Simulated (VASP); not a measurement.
Wanted: the native input for a VASP 6.6.1 run.

* Task: single point
* Functional: PBEsol
* Dispersion: D3(BJ)
* Potentials or basis: VASP PAW PBE potentials, release 64 (Al)
* Cutoff: 520 eV
* k mesh: 18 × 18 × 6
* Occupations: gaussian, width 0.15 eV
* Spin: no spin polarisation
* Dipole correction: no
* Further INCAR settings: ALGO = Normal; EDIFF = 1e-06; NBANDS = 14

The structure of Al lies in POSCAR:

```
Al
1.0
    2.8661000000      0.0000000000      0.0000000000
   -1.4330500000      2.4821154098      0.0000000000
    0.0000000000      0.0000000000      7.8684000000
Al
4
Direct
    0.0000000000      0.0000000000      0.0000000000
    0.3333333333      0.6666666667      0.2500000000
    0.0000000000      0.0000000000      0.5000000000
    0.6666666667      0.3333333333      0.7500000000
```

The input as run:

INCAR

```
PREC = Accurate
ENCUT = 520
EDIFF = 1E-6
ISMEAR = 0
SIGMA = 0.15
LREAL = F
LASPH = T
NELM = 80
ALGO = Normal
ISIF = 2
LWAVE = F
LCHARG = F
GGA = PS
IVDW = 12
NBANDS = 14
```

KPOINTS

```
regular mesh
0
Gamma
  18 18 6
```

Potentials or basis: VASP PAW PBE potentials, release 64 (Al).

Command:

```bash
$ cat potpaw_PBE.64/Al/POTCAR > POTCAR
$ mpirun -np 1 vasp_std > vasp.out
```

It gave:

| Property | Result |
| --- | --- |
| Pressure | 17.0 GPa |
| Band gap on the k mesh | zero (band 6 reaches 17.23 eV, above the bottom of band 7 at 7.64 eV) |
| Dispersion energy per atom | -0.375 eV |

Caveat: the PAW data sets were made with another functional, which shifts forces and pressure a little; pairwise dispersion overbinds metals, which lowers pressure and volume.

Wall time 2.8 min on 1 thread of AMD EPYC 7R13, on a shared host, peak memory 0.2 GiB.
